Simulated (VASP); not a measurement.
# Lu (Pm-3m) in VASP: notebook

Runs on Lu. Level: PBEsol. Tasks: single point, relaxation of cell and atoms.

Everything below comes from runs of VASP 6.6.1. Logs are shortened: lines on timing, memory, paths and dates and some standing lists are left out, and cuts for length are marked.

## Step 1: The cell of the first run

Symmetry: Pm-3m, No. 221, cubic system. The conventional cell has a = 3.162 Å, b = 3.162 Å, c = 3.162 Å, α = 90.00°, β = 90.00°, γ = 90.00°. Lu (site symmetry m-3m) has 6 Lu at 3.16 Å within 4.2 Å.

This isn't the form of Lu at room conditions, which is hcp.

## Step 2: Single point, PBEsol

The input, INCAR:

```
SYSTEM = Lu
PREC = Accurate ; ENCUT = 600
EDIFF = 1E-6 ; ISMEAR = 1
SIGMA = 0.1 ; LREAL = .FALSE.
LASPH = .TRUE. ; NELM = 120
ALGO = Normal ; ISIF = 2
LWAVE = .FALSE. ; LCHARG = .FALSE.
GGA = PS ; NBANDS = 18
GGA_COMPAT = .FALSE.
```

The input, KPOINTS:

```
regular mesh
0
G
  7 7 7
  0 0 0
```

The input, POSCAR:

```
Lu
1.0
    3.1620950652      0.0000000000      0.0000000000
    0.0000000000      3.1620950652      0.0000000000
    0.0000000000      0.0000000000      3.1620950652
Lu
1
Direct
    0.0000000000      0.0000000000      0.0000000000
```

Potentials or basis: VASP PAW PBE potentials, release 64 (Lu).

The run is started by

```bash
$ cat potpaw_PBE.64/Lu/POTCAR > POTCAR
$ mpirun -np 1 vasp_std > vasp.out
```

OUTCAR:

```text
SYSTEM = Lu
   PREC = Accurate
   ENCUT = 600
   EDIFF = 1E-6
   ISMEAR = 1
   LREAL = .FALSE.
   LASPH = .TRUE.
   NELM = 120
   ISIF = 2
   GGA = PS

 ion  position               nearest neighbor table
   1  0.000  0.000  0.000-

  LATTYP: Found a simple cubic cell.
 ALAT       =     3.1620950652

  Lattice vectors:

 A1 = (   3.1620950652,   0.0000000000,   0.0000000000)
 A2 = (   0.0000000000,   3.1620950652,   0.0000000000)
 A3 = (   0.0000000000,   0.0000000000,   3.1620950652)

Analysis of symmetry for initial positions (statically):
=====================================================================
 Subroutine PRICEL returns:
 Original cell was already a primitive cell.

 Routine SETGRP: Setting up the symmetry group for a
 simple cubic supercell.

 Subroutine GETGRP returns: Found 48 space group operations
 (whereof 48 operations were pure point group operations)
 out of a pool of 48 trial point group operations.

The static configuration has the point symmetry O_h .

Analysis of symmetry for dynamics (positions and initial velocities):
=====================================================================
 Subroutine PRICEL returns:
 Original cell was already a primitive cell.

 Routine SETGRP: Setting up the symmetry group for a
 simple cubic supercell.

 Subroutine GETGRP returns: Found 48 space group operations
 (whereof 48 operations were pure point group operations)
 out of a pool of 48 trial point group operations.

The dynamic configuration has the point symmetry O_h .

 Subroutine INISYM returns: Found 48 space group operations
 (whereof 48 operations are pure point group operations),
 and found     1 'primitive' translations

----------------------------------------------------------------------------------------

                                     Primitive cell

  volume of cell :      31.6173

  direct lattice vectors                    reciprocal lattice vectors
     3.162095065  0.000000000  0.000000000     0.316246027  0.000000000  0.000000000
     0.000000000  3.162095065  0.000000000     0.000000000  0.316246027  0.000000000
     0.000000000  0.000000000  3.162095065     0.000000000  0.000000000  0.316246027

  length of vectors
     3.162095065  3.162095065  3.162095065     0.316246027  0.316246027  0.316246027

  position of ions in fractional coordinates (direct lattice)
     0.000000000  0.000000000  0.000000000

  ion indices of the primitive-cell ions
   primitive index   ion index
                 1           1

----------------------------------------------------------------------------------------

 KPOINTS: regular mesh

Automatic generation of k-mesh.
 Grid dimensions read from file:
 generate k-points for:    7    7    7

 Generating k-lattice:

  Cartesian coordinates                     Fractional coordinates (reciprocal lattice)
     0.045178004  0.000000000  0.000000000     0.142857143  0.000000000  0.000000000
     0.000000000  0.045178004  0.000000000     0.000000000  0.142857143  0.000000000
     0.000000000  0.000000000  0.045178004     0.000000000  0.000000000  0.142857143

  Length of vectors
     0.045178004  0.045178004  0.045178004

  Shift w.r.t. Gamma in fractional coordinates (k-lattice)
     0.000000000  0.000000000  0.000000000

 Subroutine IBZKPT returns following result:
 ===========================================

 Found     20 irreducible k-points:

 Following reciprocal coordinates:
            Coordinates               Weight
  0.000000  0.000000  0.000000      1.000000
  0.142857  0.000000  0.000000      6.000000
  0.285714  0.000000  0.000000      6.000000
  0.428571  0.000000  0.000000      6.000000
  0.142857  0.142857  0.000000     12.000000
  0.285714  0.142857  0.000000     24.000000
[... 12 lines left out ...]
  0.428571  0.428571  0.285714     24.000000
  0.428571  0.428571  0.428571      8.000000
   k-points           NKPTS =     20   k-points in BZ     NKDIM =     20   number of bands    NBANDS=     18
   number of dos      NEDOS =    301   number of ions     NIONS =      1
   total plane-waves  NPLWV =  21952
   dimension x,y,z NGX =    28 NGY =   28 NGZ =   28
   dimension x,y,z NGXF=    56 NGYF=   56 NGZF=   56
   ions per type =               1
   NGX,Y,Z   is equivalent  to a cutoff of  14.72, 14.72, 14.72 a.u.
   NGXF,Y,Z  is equivalent  to a cutoff of  29.44, 29.44, 29.44 a.u.
 SYSTEM =  Lu
   PREC   = accura    normal or accurate (medium, high low for compatibility)
   ISTART =      0    job   : 0-new  1-cont  2-samecut
   ICHARG =      2    charge: 1-file 2-atom 10-const
   ISPIN  =      1    spin polarized calculation?
   LNONCOLLINEAR =      F non collinear calculations
   LSORBIT =      F    spin-orbit coupling
   LASPH  =      T    aspherical Exc in radial PAW
   ENCUT  =  600.0 eV  44.10 Ry    6.64 a.u.   6.32  6.32  6.32*2*pi/ulx,y,z
   NELM   =    120;   NELMIN=  2; NELMDL= -5     # of ELM steps
   EDIFF  = 0.1E-05   stopping-criterion for ELM
   LREAL  =      F    real-space projection
   EDIFFG = 0.1E-04   stopping-criterion for IOM
   NSW    =      0    number of steps for IOM
   IBRION =     -1    ionic relax: 0-MD 1-quasi-New 2-CG
   NFREE  =      0    steps in history (QN), initial steepest desc. (CG)
   ISIF   =      2    stress and relaxation
   ISYM   =      2    0-nonsym 1-usesym 2-fastsym
   POTIM  = 0.5000    time-step for ionic-motion
   TEBEG  =    0.0;   TEEND  =   0.0 temperature during run
   PSTRESS=    0.0 pullay stress
   NELECT =      25.0000    total number of electrons
   NUPDOWN=      -1.0000    fix difference up-down
   EMIN   =  10.00;   EMAX   =-10.00  energy-range for DOS
   EFERMI =   0.00;   METHOD = LEGACY
   ISMEAR =     1;   SIGMA  =   0.10  broadening in eV -4-tet -1-fermi 0-gaus
   EFERMI_NEDOS =   21; number of points for ismear=-14 and -15
   IALGO  =     38    algorithm
   IMIX   =      4    mixing-type and parameters
     AMIX     =   0.40;   BMIX     =  1.00
     AMIX_MAG =   1.60;   BMIX_MAG =  1.00
  volume/ion in A,a.u.               =      31.62       213.36
  Fermi-wavevector in a.u.,A,eV,Ry     =   1.513840  2.860742 31.180619  2.291711
  Thomas-Fermi vector in A             =   2.623577
   LORBIT       =      0    0 simple, 1 ext, 2 COOP (PROOUT), +10 PAW based schemes
   GGA     = PS    functional components
   LHFCALC =     F    Hartree Fock is set to
   AEXX    =    0.0000 exact exchange contribution
   IVDW    =     0    specifies the selected vdW correction
   LEPSILON=     F    determine dielectric tensor
   LRPA    =     F    only Hartree local field effects (RPA)
 non-spin polarized calculation
 Methfessel and Paxton  Order N= 1 SIGMA  =   0.10
  energy-cutoff  :      600.00
  volume of cell :       31.62
 maximum number of plane-waves:      1066
 NGX is ok and might be reduce to    28
   NGX = 13   NGY = 13   NGZ = 13

 number of electron      24.9999998 magnetization

 Free energy of the ion-electron system (eV)
  ---------------------------------------------------
  ext. energy  EPLUGINS =         0.00000000
  ---------------------------------------------------
  free energy    TOTEN  =        -4.08278551 eV

  energy without entropy =       -4.08455291  energy(sigma->0) =       -4.08337464

 E-fermi :   1.5856     XC(G=0): -10.3437

 val. band max:        1.5786975730   @ k =   0.1429   0.1429   0.0000
 cond. band min:       1.6029513384   @ k =   0.4286   0.0000   0.0000
 fundamental gap:      0.0242537654
 Fermi energy:         1.5856149760

 k-point     1 :       0.0000    0.0000    0.0000
  band No.  band energies     occupation
      1     -54.9560      2.00000
      2     -25.3281      2.00000
      3     -25.3281      2.00000
      4     -25.3281      2.00000
      5      -4.0147      2.00000
      6      -3.6570      2.00000
[... 10 lines left out ...]
     17       7.9155      0.00000
     18      12.5463      0.00000

 k-point     2 :       0.1429    0.0000    0.0000
  band No.  band energies     occupation
      1     -54.9501      2.00000
      2     -25.4460      2.00000
      3     -25.3182      2.00000
      4     -25.3182      2.00000
      5      -3.6645      2.00000
      6      -3.6567      2.00000
[... 10 lines left out ...]
     17       7.9724      0.00000
     18      10.8147      0.00000

 k-point     3 :       0.2857    0.0000    0.0000
  band No.  band energies     occupation
      1     -54.9368      2.00000
      2     -25.7021      2.00000
      3     -25.2959      2.00000
      4     -25.2959      2.00000
      5      -3.6900      2.00000
      6      -3.6807      2.00000
[... 10 lines left out ...]
     17       8.1040      0.00000
     18       9.3069      0.00000

 k-point     4 :       0.4286    0.0000    0.0000
  band No.  band energies     occupation
      1     -54.9261      2.00000
      2     -25.8995      2.00000
      3     -25.2780      2.00000
      4     -25.2780      2.00000
      5      -3.7175      2.00000
      6      -3.6931      2.00000
[... 10 lines left out ...]
     17       8.2132      0.00000
     18       9.8261      0.00000

 k-point     5 :       0.1429    0.1429    0.0000
  band No.  band energies     occupation
      1     -54.9442      2.00000
      2     -25.4404      2.00000
      3     -25.4298      2.00000
      4     -25.3084      2.00000
      5      -3.6620      2.00000
      6      -3.6573      2.00000
[... 10 lines left out ...]
     17       7.3953      0.00000
     18      11.6534      0.00000

 k-point     6 :       0.2857    0.1429    0.0000
  band No.  band energies     occupation
      1     -54.9310      2.00000
      2     -25.6893      2.00000
      3     -25.4104      2.00000
      4     -25.2863      2.00000
      5      -3.6869      2.00000
      6      -3.6726      2.00000
[... 223 lines left out ...]
 k-point    17 :       0.2857    0.2857    0.2857
  band No.  band energies     occupation
      1     -54.8991      2.00000
      2     -25.6337      2.00000
      3     -25.6124      2.00000
      4     -25.6124      2.00000
      5      -3.6639      2.00000
      6      -3.6564      2.00000
[... 10 lines left out ...]
     17       4.9437      0.00000
     18      12.0856      0.00000

 k-point    18 :       0.4286    0.2857    0.2857
  band No.  band energies     occupation
      1     -54.8886      2.00000
      2     -25.8076      2.00000
      3     -25.6035      2.00000
      4     -25.5902      2.00000
      5      -3.6848      2.00000
      6      -3.6554      2.00000
[... 10 lines left out ...]
     17       7.1692      0.00000
     18      11.0270      0.00000

 k-point    19 :       0.4286    0.4286    0.2857
  band No.  band energies     occupation
      1     -54.8783      2.00000
      2     -25.7838      2.00000
      3     -25.7810      2.00000
      4     -25.5747      2.00000
      5      -3.6775      2.00000
      6      -3.6765      2.00000
[... 10 lines left out ...]
     17       7.5726      0.00000
     18      10.1265      0.00000

 k-point    20 :       0.4286    0.4286    0.4286
  band No.  band energies     occupation
      1     -54.8680      2.00000
      2     -25.7604      2.00000
      3     -25.7566      2.00000
      4     -25.7566      2.00000
      5      -3.6674      2.00000
      6      -3.6658      2.00000
[... 10 lines left out ...]
     17       8.1241      0.00000
     18       8.6366      0.00000

------------------------ aborting loop because EDIFF is reached ----------------------------------------

  FORCE on cell =-STRESS in cart. coord.  units (eV):
  Direction    XX          YY          ZZ          XY          YZ          ZX
  --------------------------------------------------------------------------------------
  -------------------------------------------------------------------------------------
  Total       -0.0848927     -0.0848927     -0.0848927     -0.0000000      0.0000000     -0.0000000
  in kB       -4.3018612     -4.3018612     -4.3018612     -0.0000000      0.0000000     -0.0000000
  external PRESSURE =      -4.3018612 kB  Pullay stress =       0.0000000 kB

 VOLUME and BASIS-vectors are now :
 -----------------------------------------------------------------------------
  energy-cutoff  :      600.00
  volume of cell :       31.62
      direct lattice vectors                 reciprocal lattice vectors
     3.162095065  0.000000000  0.000000000     0.316246027  0.000000000  0.000000000
     0.000000000  3.162095065  0.000000000     0.000000000  0.316246027  0.000000000
     0.000000000  0.000000000  3.162095065     0.000000000  0.000000000  0.316246027

 POSITION                                       TOTAL-FORCE (eV/Angst)
 -----------------------------------------------------------------------------------
      0.00000      0.00000      0.00000         0.000000      0.000000      0.000000
 -----------------------------------------------------------------------------------
    total drift:                               -0.000000     -0.000000     -0.000000

  FREE ENERGIE OF THE ION-ELECTRON SYSTEM (eV)
  ---------------------------------------------------
  free  energy   TOTEN  =        -4.0827855075 eV

  energy  without entropy=       -4.0845529070  energy(sigma->0) =       -4.08337464
```

Run time: 13 s. Hardware: 1 thread of Intel Xeon 8259CL, shared host; peak memory 0.17 GiB.

What came out:

```
Free energy            : -4.0828 eV
Pressure               : -0.4 GPa
Band gap on the k mesh : zero (an odd number of electrons rules out a gap without spin polarisation)
```

Caveat: the PAW data sets were made with another functional, which shifts forces and pressure a little; spin-orbit coupling is left out, which moves the levels of the heavy elements.

## Step 3: Relaxation of cell and atoms, PBEsol

This run uses another cell than the first one, of 31.15 Å³/atom.

The input, INCAR:

```
SYSTEM = Lu
PREC = Accurate
ENCUT = 600
EDIFF = 1E-7
ISMEAR = 1
SIGMA = 0.1
LREAL = .False.
LASPH = .True.
NELM = 120
ALGO = Normal
ISIF = 3
LWAVE = .False.
LCHARG = .False.
GGA = PS
IBRION = 2
NSW = 80
EDIFFG = -0.02
GGA_COMPAT = .False.
NELMIN = 4
```

The input, KPOINTS:

```
Automatic mesh
0
Gamma
  7 7 7
  0 0 0
```

The input, POSCAR:

```
Lu
1.0
    3.1464408728      0.0000000000      0.0000000000
    0.0000000000      3.1464408728      0.0000000000
    0.0000000000      0.0000000000      3.1464408728
Lu
1
Direct
    0.0000000000      0.0000000000      0.0000000000
```

Potentials or basis: VASP PAW PBE potentials, release 64 (Lu).

The run is started by

```bash
$ cat potpaw_PBE.64/Lu/POTCAR > POTCAR
$ mpirun -np 1 vasp_std > vasp.out
```

It took 13 s on 1 thread of Intel Xeon 8259CL, shared host; peak memory 0.17 GiB.

It converged, with:

```yaml
Free_energy: -4.0833 eV
Pressure_after_relaxing: 0.1 GPa
Band_gap_on_the_k_mesh: zero (an odd number of electrons rules out a gap without spin polarisation)
```

Final structure:
```
Lu
1.0
     3.14644    0.00000    0.00000
     0.00000    3.14644    0.00000
     0.00000    0.00000    3.14644
Lu
1
Direct
  0.00000 0.00000 0.00000
```

Levels at points of the mesh, in eV from the Fermi level:
```csv
k point,band 8,band 9,band 10,band 11,band 12,band 13,band 14,band 15,band 16
"(0.00, 0.00, 0.00)",-5.21,-5.18,-5.18,-5.18,-5.14,-0.36,-0.36,6.43,6.43
```

Caveat: the PAW data sets were made with another functional, which shifts forces and pressure a little; spin-orbit coupling is left out, which moves the levels of the heavy elements.

The gap in the log of VASP goes by the Fermi energy; the results here count the filled bands.